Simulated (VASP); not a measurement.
# ZnS (I-4m2) in VASP: notebook, part 2 of 2

VASP 6.6.1.

**4. Single point, r2SCAN**

This run uses another cell than the first one, of the same volume but with other edges.

Input file POSCAR:

```
ZnS
1.0
    0.0000000000      2.6200737179      2.8820810897
    2.6200737179      0.0000000000      2.8820810897
    2.6200737179      2.6200737179      0.0000000000
Zn S
1 1
Direct
    0.0000000000      0.0000000000      0.0000000000
    0.7500000000      0.7500000000      0.7500000000
```

Input file INCAR.step1:

```
PREC = Accurate
ENCUT = 520
ISMEAR = 0
SIGMA = 0.05
LREAL = F
LASPH = T
NELM = 80
NBANDS = 16
GGA = PE
ALGO = Normal
EDIFF = 1E-4
LWAVE = T
LCHARG = F
```

Input file INCAR.step2:

```
PREC = Accurate
ENCUT = 520
EDIFF = 1E-6
ISMEAR = 0
SIGMA = 0.05
LREAL = F
LASPH = T
NELM = 80
ALGO = Normal
ISIF = 2
LWAVE = F
LCHARG = F
METAGGA = R2SCAN
LMIXTAU = T
NBANDS = 16
ISTART = 1
```

Input file KPOINTS:

```
regular mesh
0
Gamma
  8 8 8
```

Potentials or basis: VASP PAW PBE potentials, release 64 (Zn, S).

Command:

```sh
cat potpaw_PBE.64/Zn/POTCAR potpaw_PBE.64/S/POTCAR > POTCAR
cp INCAR.step1 INCAR
mpirun -np 1 vasp_std > vasp.out
cp INCAR.step2 INCAR
mpirun -np 1 vasp_std > vasp.out
```

OUTCAR:

```text
PREC = Accurate
   ENCUT = 520
   EDIFF = 1E-6
   ISMEAR = 0
   LREAL = F
   LASPH = T
   NELM = 80
   ISIF = 2
   METAGGA = R2SCAN
   ISTART = 1

 ion  position               nearest neighbor table
   1  0.000  0.000  0.000-   2 2.35   2 2.35   2 2.35   2 2.35
   2  0.750  0.750  0.750-   1 2.35   1 2.35   1 2.35   1 2.35

  LATTYP: Found a body centered tetragonal cell.
 ALAT       =     3.7053437863
 C/A-ratio  =     1.5556349186

  Lattice vectors:

 A1 = (  -2.6200737179,   0.0000000000,   2.8820810897)
 A2 = (   2.6200737179,   0.0000000000,   2.8820810897)
 A3 = (   0.0000000000,   2.6200737179,  -2.8820810897)

Analysis of symmetry for initial positions (statically):
=====================================================================
 Subroutine PRICEL returns:
 Original cell was already a primitive cell.

 Routine SETGRP: Setting up the symmetry group for a
 body centered tetragonal supercell.

 Subroutine GETGRP returns: Found  8 space group operations
 (whereof  8 operations were pure point group operations)
 out of a pool of 16 trial point group operations.

The static configuration has the point symmetry D_2d.

Analysis of symmetry for dynamics (positions and initial velocities):
=====================================================================
 Subroutine PRICEL returns:
 Original cell was already a primitive cell.

 Routine SETGRP: Setting up the symmetry group for a
 body centered tetragonal supercell.

 Subroutine GETGRP returns: Found  8 space group operations
 (whereof  8 operations were pure point group operations)
 out of a pool of 16 trial point group operations.

The dynamic configuration has the point symmetry D_2d.

 Subroutine INISYM returns: Found  8 space group operations
 (whereof  8 operations are pure point group operations),
 and found     1 'primitive' translations

----------------------------------------------------------------------------------------

                                     Primitive cell

  volume of cell :      39.5697

  direct lattice vectors                    reciprocal lattice vectors
     0.000000000  2.620073718  2.882081090    -0.190834325  0.190834325  0.173485750
     2.620073718  0.000000000  2.882081090     0.190834325 -0.190834325  0.173485750
     2.620073718  2.620073718  0.000000000     0.190834325  0.190834325 -0.173485750

  length of vectors
     3.895019601  3.895019601  3.705343786     0.320831396  0.320831396  0.320831396

  position of ions in fractional coordinates (direct lattice)
     0.000000000  0.000000000  0.000000000
     0.750000000  0.750000000  0.750000000

  ion indices of the primitive-cell ions
   primitive index   ion index
                 1           1
                 2           2

----------------------------------------------------------------------------------------

 KPOINTS: regular mesh

Automatic generation of k-mesh.
 Grid dimensions read from file:
 generate k-points for:    8    8    8

 Generating k-lattice:

  Cartesian coordinates                     Fractional coordinates (reciprocal lattice)
    -0.023854291  0.023854291  0.021685719     0.125000000  0.000000000  0.000000000
     0.023854291 -0.023854291  0.021685719     0.000000000  0.125000000  0.000000000
     0.023854291  0.023854291 -0.021685719     0.000000000  0.000000000  0.125000000

  Length of vectors
     0.040103925  0.040103925  0.040103925

  Shift w.r.t. Gamma in fractional coordinates (k-lattice)
     0.000000000  0.000000000  0.000000000

 Subroutine IBZKPT returns following result:
 ===========================================

 Found     59 irreducible k-points:

 Following reciprocal coordinates:
            Coordinates               Weight
  0.000000  0.000000  0.000000      1.000000
  0.125000  0.000000  0.000000      8.000000
  0.250000  0.000000  0.000000      8.000000
  0.375000  0.000000  0.000000      8.000000
  0.500000  0.000000  0.000000      4.000000
  0.125000  0.125000  0.000000      2.000000
[... 16 lines left out ...]
  0.250000  0.000000  0.125000     16.000000
  0.375000  0.000000  0.125000     16.000000
 [... further k-points ...]
   k-points           NKPTS =     59   k-points in BZ     NKDIM =     59   number of bands    NBANDS=     16
   number of dos      NEDOS =    301   number of ions     NIONS =      2
   total plane-waves  NPLWV =  25200
   dimension x,y,z NGX =    30 NGY =   30 NGZ =   28
   dimension x,y,z NGXF=    60 NGYF=   60 NGZF=   56
   ions per type =               1   1
   NGX,Y,Z   is equivalent  to a cutoff of  12.80, 12.80, 12.56 a.u.
   NGXF,Y,Z  is equivalent  to a cutoff of  25.61, 25.61, 25.13 a.u.
 SYSTEM =  unknown system
   PREC   = accura    normal or accurate (medium, high low for compatibility)
   ISTART =      1    job   : 0-new  1-cont  2-samecut
   ICHARG =      0    charge: 1-file 2-atom 10-const
   ISPIN  =      1    spin polarized calculation?
   LNONCOLLINEAR =      F non collinear calculations
   LSORBIT =      F    spin-orbit coupling
   LASPH  =      T    aspherical Exc in radial PAW
   ENCUT  =  520.0 eV  38.22 Ry    6.18 a.u.   7.24  7.24  6.89*2*pi/ulx,y,z
   NELM   =     80;   NELMIN=  2; NELMDL=  0     # of ELM steps
   EDIFF  = 0.1E-05   stopping-criterion for ELM
   LREAL  =      F    real-space projection
   EDIFFG = 0.1E-04   stopping-criterion for IOM
   NSW    =      0    number of steps for IOM
   IBRION =     -1    ionic relax: 0-MD 1-quasi-New 2-CG
   NFREE  =      0    steps in history (QN), initial steepest desc. (CG)
   ISIF   =      2    stress and relaxation
   ISYM   =      2    0-nonsym 1-usesym 2-fastsym
   POTIM  = 0.5000    time-step for ionic-motion
   TEBEG  =    0.0;   TEEND  =   0.0 temperature during run
   PSTRESS=    0.0 pullay stress
   NELECT =      18.0000    total number of electrons
   NUPDOWN=      -1.0000    fix difference up-down
   EMIN   =  10.00;   EMAX   =-10.00  energy-range for DOS
   EFERMI =   0.00;   METHOD = LEGACY
   ISMEAR =     0;   SIGMA  =   0.05  broadening in eV -4-tet -1-fermi 0-gaus
   EFERMI_NEDOS =   21; number of points for ismear=-14 and -15
   IALGO  =     38    algorithm
   IMIX   =      4    mixing-type and parameters
     AMIX     =   0.40;   BMIX     =  1.00
     AMIX_MAG =   1.60;   BMIX_MAG =  1.00
  volume/ion in A,a.u.               =      19.78       133.51
  Fermi-wavevector in a.u.,A,eV,Ry     =   1.259055  2.379268 21.568210  1.585219
  Thomas-Fermi vector in A             =   2.392634
   LORBIT       =      0    0 simple, 1 ext, 2 COOP (PROOUT), +10 PAW based schemes
   METAGGA = R2SCAN    functional components
   LHFCALC =     F    Hartree Fock is set to
   AEXX    =    0.0000 exact exchange contribution
   IVDW    =     0    specifies the selected vdW correction
   LEPSILON=     F    determine dielectric tensor
   LRPA    =     F    only Hartree local field effects (RPA)
 non-spin polarized calculation
 Gauss-broadening in eV      SIGMA  =   0.05
  energy-cutoff  :      520.00
  volume of cell :       39.57
 maximum number of plane-waves:      1082
 NGX is ok and might be reduce to    30

 number of electron      18.0000005 magnetization

 Free energy of the ion-electron system (eV)
  ---------------------------------------------------
  ext. energy  EPLUGINS =         0.00000000
  ---------------------------------------------------
  free energy    TOTEN  =       -18.82829305 eV

  energy without entropy =      -18.82829305  energy(sigma->0) =      -18.82829305

 E-fermi :   2.1527     XC(G=0): -10.2745

 val. band max:        1.9292839380   @ k =   0.0000   0.0000   0.0000
 cond. band min:       4.4181196464   @ k =   0.0000   0.0000   0.0000
 fundamental gap:      2.4888357085
 Fermi energy:         2.1526715438

 k-point     1 :       0.0000    0.0000    0.0000
  band No.  band energies     occupation
      1     -11.8311      2.00000
      2      -4.7172      2.00000
      3      -4.6530      2.00000
      4      -4.6529      2.00000
      5      -4.1610      2.00000
      6      -4.1380      2.00000
[... 8 lines left out ...]
     15      14.4395      0.00000
     16      14.9524      0.00000
[... 419 lines left out ...]
 k-point    24 :       0.3750    0.0000    0.1250
  band No.  band energies     occupation
      1     -11.0605      2.00000
      2      -4.6083      2.00000
      3      -4.5507      2.00000
      4      -4.4707      2.00000
      5      -4.1508      2.00000
      6      -4.0953      2.00000
[... 8 lines left out ...]
     15      14.8167      0.00000
     16      15.9862      0.00000

 [... further k-points ...]
[... 5 lines left out ...]
  --------------------------------------------------------------------------------------
  -------------------------------------------------------------------------------------
  Total        0.1514518      0.1514518     -1.0741043      0.0000000      0.0000000      0.0000000
  in kB        6.1322779      6.1322779    -43.4904414      0.0000000      0.0000000      0.0000000
  external PRESSURE =     -10.4086285 kB  Pullay stress =       0.0000000 kB

 VOLUME and BASIS-vectors are now :
 -----------------------------------------------------------------------------
  energy-cutoff  :      520.00
  volume of cell :       39.57
      direct lattice vectors                 reciprocal lattice vectors
     0.000000000  2.620073718  2.882081090    -0.190834325  0.190834325  0.173485750
     2.620073718  0.000000000  2.882081090     0.190834325 -0.190834325  0.173485750
     2.620073718  2.620073718  0.000000000     0.190834325  0.190834325 -0.173485750

 POSITION                                       TOTAL-FORCE (eV/Angst)
 -----------------------------------------------------------------------------------
      0.00000      0.00000      0.00000         0.000000      0.000000      0.000000
      3.93011      3.93011      4.32312        -0.000000     -0.000000     -0.000000
 -----------------------------------------------------------------------------------
    total drift:                               -0.001840     -0.001840     -0.001592

  FREE ENERGIE OF THE ION-ELECTRON SYSTEM (eV)
  ---------------------------------------------------
  free  energy   TOTEN  =       -18.8282930469 eV

  energy  without entropy=      -18.8282930469  energy(sigma->0) =      -18.82829305
```

OUTCAR.step1:

```text
PREC = Accurate
   ENCUT = 520
   ISMEAR = 0
   LREAL = F
   LASPH = T
[... 678 lines left out ...]
 -----------------------------------------------------------------------------------
      0.00000      0.00000      0.00000        -0.000000     -0.000000      0.000000
      3.93011      3.93011      4.32312         0.000000      0.000000      0.000000
 -----------------------------------------------------------------------------------
    total drift:                               -0.000010     -0.000010     -0.000010

  FREE ENERGIE OF THE ION-ELECTRON SYSTEM (eV)
  ---------------------------------------------------
  free  energy   TOTEN  =        -6.8143908315 eV

  energy  without entropy=       -6.8143908315  energy(sigma->0) =       -6.81439083
```

It took 74 s on 1 thread of Intel Xeon 6975P-C (Granite Rapids), shared host; peak memory 0.18 GiB.

Results:

| Item | Value |
| --- | --- |
| Free energy | -18.8283 eV |
| Pressure | -1.0 GPa |
| Band gap on the k mesh | 2.49 eV, direct |

Stress tensor (GPa, compression positive):
```
 0.61  0.00  0.00
 0.00  0.61  0.00
 0.00  0.00 -4.35
```

Levels at points of the mesh, in eV from the valence-band top:
```tsv
k point	band 7	band 8	band 9	band 10	band 11	band 12
(0.00, 0.00, 0.00)	-0.41	0.00	0.00	2.49	6.84	6.84
(0.50, 0.00, 0.00)	-5.45	-1.29	-0.72	3.53	7.06	7.73
(0.50, 0.50, 0.00)	-5.09	-2.03	-2.03	4.00	5.00	10.83
(0.50, 0.00, 0.50)	-4.51	-2.63	-2.42	3.46	4.07	11.86
```

Caveat: the PAW data sets were made with another functional, which shifts forces and pressure a little.

**5. Single point, r2SCAN**

This run uses another cell than the first one, of the same volume but with other edges.

Input file POSCAR:

```
ZnS
1.0
    0.0000000000      3.1222903507      2.0294887280
    3.1222903507      0.0000000000      2.0294887280
    3.1222903507      3.1222903507      0.0000000000
Zn S
1 1
Direct
    0.0000000000      0.0000000000      0.0000000000
    0.7500000000      0.7500000000      0.7500000000
```

Input file INCAR.step1:

```
SYSTEM = ZnS
PREC = Accurate
ENCUT = 520
ISMEAR = 0
SIGMA = 0.05
LREAL = .False.
LASPH = .True.
NELM = 80
NBANDS = 16
GGA = PE
ALGO = Normal
EDIFF = 1E-4
LWAVE = .True.
LCHARG = .False.
```

Input file INCAR.step2:

```
SYSTEM = ZnS
PREC = Accurate
ENCUT = 520
EDIFF = 1E-6
ISMEAR = 0
SIGMA = 0.05
LREAL = .False.
LASPH = .True.
NELM = 80
ALGO = Normal
ISIF = 2
LWAVE = .False.
LCHARG = .False.
METAGGA = R2SCAN
LMIXTAU = .True.
NBANDS = 16
ISTART = 1
```

Input file KPOINTS:

```
regular mesh
0
Gamma
  8 8 8
  0 0 0
```

Command:

```sh
cat potpaw_PBE.64/Zn/POTCAR potpaw_PBE.64/S/POTCAR > POTCAR
cp INCAR.step1 INCAR
mpirun -np 1 vasp_std > vasp.out
cp INCAR.step2 INCAR
mpirun -np 1 vasp_std > vasp.out
```

Wall time 72 s (1 thread of Intel Xeon 6975P-C (Granite Rapids), shared host); peak memory 0.19 GiB.

The run converged. Its results:

```
Free energy            : -18.4285 eV
Pressure               : -5.3 GPa
Band gap on the k mesh : 1.23 eV, indirect (least direct gap 1.60 eV)
```

Stress tensor (GPa, compression positive):
```
-9.08  0.00  0.00
 0.00 -9.08  0.00
 0.00  0.00  2.33
```

Levels at points of the mesh, in eV from the valence-band top:
| k point | band 6 | band 7 | band 8 | band 9 | band 10 | band 11 | band 12 | band 13 |
| --- | --- | --- | --- | --- | --- | --- | --- | --- |
| (0.00, 0.00, 0.00) | -6.50 | -0.95 | -0.95 | 0.00 | 1.60 | 7.70 | 7.82 | 7.82 |
| (0.50, 0.00, 0.00) | -6.37 | -5.20 | -2.07 | -0.87 | 2.10 | 5.58 | 8.27 | 9.66 |
| (0.50, 0.50, 0.00) | -5.94 | -3.81 | -3.81 | -2.92 | 1.23 | 3.33 | 11.77 | 11.77 |
| (0.50, 0.00, 0.50) | -6.47 | -5.49 | -1.59 | -1.07 | 4.47 | 6.10 | 8.88 | 9.51 |

Caveat: the PAW data sets were made with another functional, which shifts forces and pressure a little. A k mesh can miss the band edges.

**6. The runs side by side**

| cell | gap on the mesh (eV) | pressure (GPa) |
| --- | --- | --- |
| a = 4.064, b = 4.064, c = 3.505 Å, angles 64.5, 64.5, 51.1°, 2 atoms | 1.71 | -2.1 |
| a = 3.779, b = 3.779, c = 3.933 Å, angles 58.6, 58.6, 62.7°, 2 atoms | 2.48 | -1.0 |
| a = 3.895, b = 3.895, c = 3.705 Å, angles 61.6, 61.6, 56.8°, 2 atoms | 2.49 | -1.0 |
| a = 3.724, b = 3.724, c = 4.416 Å, angles 53.6, 53.6, 72.7°, 2 atoms | 1.23 | -5.3 |

Alike in all rows: task single point; level r2SCAN; potentials or basis VASP PAW PBE potentials, release 64 (Zn, S); no spin polarisation; k mesh 8 × 8 × 8; cutoff (eV) 520; smearing gaussian 0.05 eV.

Caveats: the PAW data sets were made with another functional, which shifts forces and pressure a little.

Absolute energies hang on the potentials; compare differences alone.
